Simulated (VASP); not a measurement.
# In4O (I-43m) in VASP: further runs

The runs below take In4O through single point, relaxation of cell and atoms, with PBE.

Program: VASP 6.6.1. These are calculated values, not measurements. Logs are shortened: lines on timing, memory, paths and dates and some standing lists are left out, and cuts for length are marked.

### Step 1. The cell of the first run

Symmetry: I-43m, No. 217, cubic system. The conventional cell has a = 6.519 Å, b = 6.519 Å, c = 6.519 Å, α = 90.00°, β = 90.00°, γ = 90.00°. Within 3.0 Å of In (site symmetry 3m) lie 1 O at 2.27 Å. O (site symmetry -43m) has 4 In at 2.27 Å within 3.0 Å.

The cell was built from a structure type or drawn by symmetry, and may not be a known phase.

### Step 2. Single point, PBE

INCAR reads:

```
ALGO = Normal
EDIFF = 1E-6
ENCUT = 520
GGA = PE
ISIF = 2
ISMEAR = 0
LASPH = True
LCHARG = True
LELF = True
LREAL = False
LVHAR = True
LWAVE = False
NBANDS = 37
NELM = 60
PREC = Accurate
SIGMA = 0.1
```

KPOINTS reads:

```
k-points
0
Gamma
  4 4 4
```

POSCAR reads:

```
In4O
1.0
   -3.2593506805      3.2593506805      3.2593506805
    3.2593506805     -3.2593506805      3.2593506805
    3.2593506805      3.2593506805     -3.2593506805
In O
4 1
Direct
    0.4013676457      0.4013676457      0.4013676457
    0.5986323543      0.0000000000      0.0000000000
    0.0000000000      0.0000000000      0.5986323543
    0.0000000000      0.5986323543      0.0000000000
    0.0000000000      0.0000000000      0.0000000000
```

Potentials or basis: VASP PAW PBE potentials, release 64 (In_d, O).

Run with:

```
$ cat potpaw_PBE.64/In_d/POTCAR potpaw_PBE.64/O/POTCAR > POTCAR
$ mpirun -np 1 vasp_std > vasp.out
```

OUTCAR:

```text
EDIFF = 1E-6
   ENCUT = 520
   GGA = PE
   ISIF = 2
   ISMEAR = 0
   LASPH = True
   LREAL = False
   NELM = 60
   PREC = Accurate

 ion  position               nearest neighbor table
   1  0.401  0.401  0.401-   5 2.27   4 3.38   2 3.38   2 3.38   3 3.38   4 3.38   3 3.38   3 3.70
                             4 3.70   2 3.70
   2  0.599  0.000  0.000-   5 2.27   3 3.38   1 3.38   4 3.38   1 3.38   3 3.38   4 3.38   3 3.70
                             4 3.70   1 3.70
   3  0.000  0.000  0.599-   5 2.27   4 3.38   1 3.38   2 3.38   2 3.38   4 3.38   1 3.38   2 3.70
                             4 3.70   1 3.70
   4  0.000  0.599  0.000-   5 2.27   3 3.38   1 3.38   2 3.38   2 3.38   3 3.38   1 3.38   2 3.70
                             3 3.70   1 3.70
   5  0.000  0.000  0.000-   1 2.27   2 2.27   3 2.27   4 2.27

  LATTYP: Found a body centered cubic cell.
 ALAT       =     6.5187013610

  Lattice vectors:

 A1 = (  -3.2593506805,   3.2593506805,   3.2593506805)
 A2 = (   3.2593506805,  -3.2593506805,   3.2593506805)
 A3 = (   3.2593506805,   3.2593506805,  -3.2593506805)

Analysis of symmetry for initial positions (statically):
=====================================================================
 Subroutine PRICEL returns:
 Original cell was already a primitive cell.

 Routine SETGRP: Setting up the symmetry group for a
 body centered cubic supercell.

 Subroutine GETGRP returns: Found 24 space group operations
 (whereof 24 operations were pure point group operations)
 out of a pool of 48 trial point group operations.

The static configuration has the point symmetry T_d .

Analysis of symmetry for dynamics (positions and initial velocities):
=====================================================================
 Subroutine PRICEL returns:
 Original cell was already a primitive cell.

 Routine SETGRP: Setting up the symmetry group for a
 body centered cubic supercell.

 Subroutine GETGRP returns: Found 24 space group operations
 (whereof 24 operations were pure point group operations)
 out of a pool of 48 trial point group operations.

The dynamic configuration has the point symmetry T_d .

 Subroutine INISYM returns: Found 24 space group operations
 (whereof 24 operations are pure point group operations),
 and found     1 'primitive' translations

----------------------------------------------------------------------------------------

                                     Primitive cell

  volume of cell :     138.5011

  direct lattice vectors                    reciprocal lattice vectors
    -3.259350680  3.259350680  3.259350680     0.000000000  0.153404788  0.153404788
     3.259350680 -3.259350680  3.259350680     0.153404788  0.000000000  0.153404788
     3.259350680  3.259350680 -3.259350680     0.153404788  0.153404788  0.000000000

  length of vectors
     5.645360978  5.645360978  5.645360978     0.216947132  0.216947132  0.216947132

  position of ions in fractional coordinates (direct lattice)
     0.401367646  0.401367646  0.401367646
     0.598632354  0.000000000  0.000000000
     0.000000000  0.000000000  0.598632354
     0.000000000  0.598632354  0.000000000
     0.000000000  0.000000000  0.000000000

  ion indices of the primitive-cell ions
   primitive index   ion index
                 1           1
                 2           2
                 3           3
                 4           4
                 5           5

----------------------------------------------------------------------------------------

 KPOINTS: k-points

Automatic generation of k-mesh.
 Grid dimensions read from file:
 generate k-points for:    4    4    4

 Generating k-lattice:

  Cartesian coordinates                     Fractional coordinates (reciprocal lattice)
     0.000000000  0.038351197  0.038351197     0.250000000  0.000000000  0.000000000
     0.038351197  0.000000000  0.038351197     0.000000000  0.250000000  0.000000000
     0.038351197  0.038351197  0.000000000     0.000000000  0.000000000  0.250000000

  Length of vectors
     0.054236783  0.054236783  0.054236783

  Shift w.r.t. Gamma in fractional coordinates (k-lattice)
     0.000000000  0.000000000  0.000000000

 Subroutine IBZKPT returns following result:
 ===========================================

 Found      8 irreducible k-points:

 Following reciprocal coordinates:
            Coordinates               Weight
  0.000000  0.000000  0.000000      1.000000
  0.250000  0.000000  0.000000     12.000000
  0.500000  0.000000  0.000000      6.000000
  0.250000  0.250000  0.000000     24.000000
  0.250000  0.250000  0.250000      2.000000
 -0.250000  0.250000  0.250000      6.000000
  0.500000  0.500000  0.250000     12.000000
  0.500000  0.500000  0.500000      1.000000
   k-points           NKPTS =      8   k-points in BZ     NKDIM =      8   number of bands    NBANDS=     37
   number of dos      NEDOS =    301   number of ions     NIONS =      5
   total plane-waves  NPLWV =  74088
   dimension x,y,z NGX =    42 NGY =   42 NGZ =   42
   dimension x,y,z NGXF=    84 NGYF=   84 NGZF=   84
   ions per type =               4   1
   NGX,Y,Z   is equivalent  to a cutoff of  12.37, 12.37, 12.37 a.u.
   NGXF,Y,Z  is equivalent  to a cutoff of  24.74, 24.74, 24.74 a.u.
 SYSTEM =  unknown system
   PREC   = accura    normal or accurate (medium, high low for compatibility)
   ISTART =      0    job   : 0-new  1-cont  2-samecut
   ICHARG =      2    charge: 1-file 2-atom 10-const
   ISPIN  =      1    spin polarized calculation?
   LNONCOLLINEAR =      F non collinear calculations
   LSORBIT =      F    spin-orbit coupling
   LASPH  =      T    aspherical Exc in radial PAW
   ENCUT  =  520.0 eV  38.22 Ry    6.18 a.u.  10.50 10.50 10.50*2*pi/ulx,y,z
   NELM   =     60;   NELMIN=  2; NELMDL= -5     # of ELM steps
   EDIFF  = 0.1E-05   stopping-criterion for ELM
   LREAL  =      F    real-space projection
   EDIFFG = 0.1E-04   stopping-criterion for IOM
   NSW    =      0    number of steps for IOM
   IBRION =     -1    ionic relax: 0-MD 1-quasi-New 2-CG
   NFREE  =      0    steps in history (QN), initial steepest desc. (CG)
   ISIF   =      2    stress and relaxation
   ISYM   =      2    0-nonsym 1-usesym 2-fastsym
   POTIM  = 0.5000    time-step for ionic-motion
   TEBEG  =    0.0;   TEEND  =   0.0 temperature during run
   PSTRESS=    0.0 pullay stress
   NELECT =      58.0000    total number of electrons
   NUPDOWN=      -1.0000    fix difference up-down
   EMIN   =  10.00;   EMAX   =-10.00  energy-range for DOS
   EFERMI =   0.00;   METHOD = LEGACY
   ISMEAR =     0;   SIGMA  =   0.10  broadening in eV -4-tet -1-fermi 0-gaus
   EFERMI_NEDOS =   21; number of points for ismear=-14 and -15
   IALGO  =     38    algorithm
   IMIX   =      4    mixing-type and parameters
     AMIX     =   0.40;   BMIX     =  1.00
     AMIX_MAG =   1.60;   BMIX_MAG =  1.00
  volume/ion in A,a.u.               =      27.70       186.93
  Fermi-wavevector in a.u.,A,eV,Ry     =   1.224803  2.314543 20.410692  1.500144
  Thomas-Fermi vector in A             =   2.359865
   LORBIT       =      0    0 simple, 1 ext, 2 COOP (PROOUT), +10 PAW based schemes
   GGA     = PE    functional components
   LHFCALC =     F    Hartree Fock is set to
   AEXX    =    0.0000 exact exchange contribution
   IVDW    =     0    specifies the selected vdW correction
   LEPSILON=     F    determine dielectric tensor
   LRPA    =     F    only Hartree local field effects (RPA)
 non-spin polarized calculation
 Gauss-broadening in eV      SIGMA  =   0.10
  energy-cutoff  :      520.00
  volume of cell :      138.50
 maximum number of plane-waves:      3784
 NGX is ok and might be reduce to    42
   NGX = 21   NGY = 21   NGZ = 21

 number of electron      57.9999994 magnetization

 Free energy of the ion-electron system (eV)
  ---------------------------------------------------
  ext. energy  EPLUGINS =         0.00000000
  ---------------------------------------------------
  free energy    TOTEN  =       -16.61961924 eV

  energy without entropy =      -16.59136685  energy(sigma->0) =      -16.60549305

 E-fermi :   5.2473     XC(G=0):  -9.2158

 val. band max:        5.2082319798   @ k =   0.2500   0.2500   0.0000
 cond. band min:       5.3076709131   @ k =   0.2500   0.0000   0.0000
 fundamental gap:      0.0994389332
 Fermi energy:         5.2473124921

 k-point     1 :       0.0000    0.0000    0.0000
  band No.  band energies     occupation
      1     -13.6513      2.00000
      2      -9.3982      2.00000
      3      -9.3982      2.00000
      4      -9.3394      2.00000
      5      -9.3394      2.00000
      6      -9.3267      2.00000
[... 29 lines left out ...]
     36       8.3335      0.00000
     37      11.1039      0.00000

 k-point     2 :       0.2500    0.0000    0.0000
  band No.  band energies     occupation
      1     -13.6290      2.00000
      2      -9.3940      2.00000
      3      -9.3869      2.00000
      4      -9.3654      2.00000
      5      -9.3377      2.00000
      6      -9.3365      2.00000
[... 29 lines left out ...]
     36       9.8765      0.00000
     37      10.7545      0.00000

 k-point     3 :       0.5000    0.0000    0.0000
  band No.  band energies     occupation
      1     -13.6065      2.00000
      2      -9.4211      2.00000
      3      -9.3790      2.00000
      4      -9.3398      2.00000
      5      -9.3396      2.00000
      6      -9.3313      2.00000
[... 29 lines left out ...]
     36       9.6302      0.00000
     37      10.9714      0.00000

 k-point     4 :       0.2500    0.2500    0.0000
  band No.  band energies     occupation
      1     -13.6065      2.00000
      2      -9.4043      2.00000
      3      -9.3949      2.00000
      4      -9.3510      2.00000
      5      -9.3388      2.00000
      6      -9.3222      2.00000
[... 29 lines left out ...]
     36      10.3030      0.00000
     37      10.6047      0.00000

 k-point     5 :       0.2500    0.2500    0.2500
  band No.  band energies     occupation
      1     -13.6064      2.00000
      2      -9.3833      2.00000
      3      -9.3833      2.00000
      4      -9.3833      2.00000
      5      -9.3031      2.00000
      6      -9.3031      2.00000
[... 29 lines left out ...]
     36       8.3904      0.00000
     37       9.9501      0.00000

 k-point     6 :      -0.2500    0.2500    0.2500
  band No.  band energies     occupation
      1     -13.6068      2.00000
      2      -9.3854      2.00000
      3      -9.3778      2.00000
      4      -9.3778      2.00000
      5      -9.3688      2.00000
      6      -9.3151      2.00000
[... 29 lines left out ...]
     36       9.8710      0.00000
     37      11.4454      0.00000

 k-point     7 :       0.5000    0.5000    0.2500
  band No.  band energies     occupation
      1     -13.5841      2.00000
      2      -9.4044      2.00000
      3      -9.3986      2.00000
      4      -9.3618      2.00000
      5      -9.3346      2.00000
      6      -9.3244      2.00000
[... 29 lines left out ...]
     36      11.3385      0.00000
     37      11.5814      0.00000

 k-point     8 :       0.5000    0.5000    0.5000
  band No.  band energies     occupation
      1     -13.5613      2.00000
      2      -9.3720      2.00000
      3      -9.3720      2.00000
      4      -9.3720      2.00000
      5      -9.3489      2.00000
      6      -9.3489      2.00000
[... 29 lines left out ...]
     36      12.0240      0.00000
     37      12.0240      0.00000

------------------------ aborting loop because EDIFF is reached ----------------------------------------

  FORCE on cell =-STRESS in cart. coord.  units (eV):
  Direction    XX          YY          ZZ          XY          YZ          ZX
  --------------------------------------------------------------------------------------
  -------------------------------------------------------------------------------------
  Total       -0.1892246     -0.1892246     -0.1892246     -0.0000000     -0.0000000      0.0000000
  in kB       -2.1889455     -2.1889455     -2.1889455     -0.0000000     -0.0000000      0.0000000
  external PRESSURE =      -2.1889455 kB  Pullay stress =       0.0000000 kB

 VOLUME and BASIS-vectors are now :
 -----------------------------------------------------------------------------
  energy-cutoff  :      520.00
  volume of cell :      138.50
      direct lattice vectors                 reciprocal lattice vectors
    -3.259350680  3.259350680  3.259350680     0.000000000  0.153404788  0.153404788
     3.259350680 -3.259350680  3.259350680     0.153404788  0.000000000  0.153404788
     3.259350680  3.259350680 -3.259350680     0.153404788  0.153404788  0.000000000

 POSITION                                       TOTAL-FORCE (eV/Angst)
 -----------------------------------------------------------------------------------
      1.30820      1.30820      1.30820         0.000028      0.000028      0.000028
     -1.95115      1.95115      1.95115         0.000028     -0.000028     -0.000028
      1.95115      1.95115     -1.95115        -0.000028     -0.000028      0.000028
      1.95115     -1.95115      1.95115        -0.000028      0.000028     -0.000028
      0.00000      0.00000      0.00000        -0.000000      0.000000     -0.000000
 -----------------------------------------------------------------------------------
    total drift:                               -0.000001     -0.000001     -0.000001

  FREE ENERGIE OF THE ION-ELECTRON SYSTEM (eV)
  ---------------------------------------------------
  free  energy   TOTEN  =       -16.6196192418 eV

  energy  without entropy=      -16.5913668512  energy(sigma->0) =      -16.60549305
```

Run time: 57 s. Hardware: 1 thread of Intel Xeon Platinum 8488C (Sapphire Rapids), shared host; peak memory 0.26 GiB.

What came out:

```
Free energy            : -16.6196 eV
Pressure               : -0.2 GPa
Band gap on the k mesh : zero (bands 29 and 30 overlap by 3.44 eV)
```

Caveat: spin-orbit coupling is left out, which moves the levels of the heavy elements.

(Part 1 of 2 ends here.)
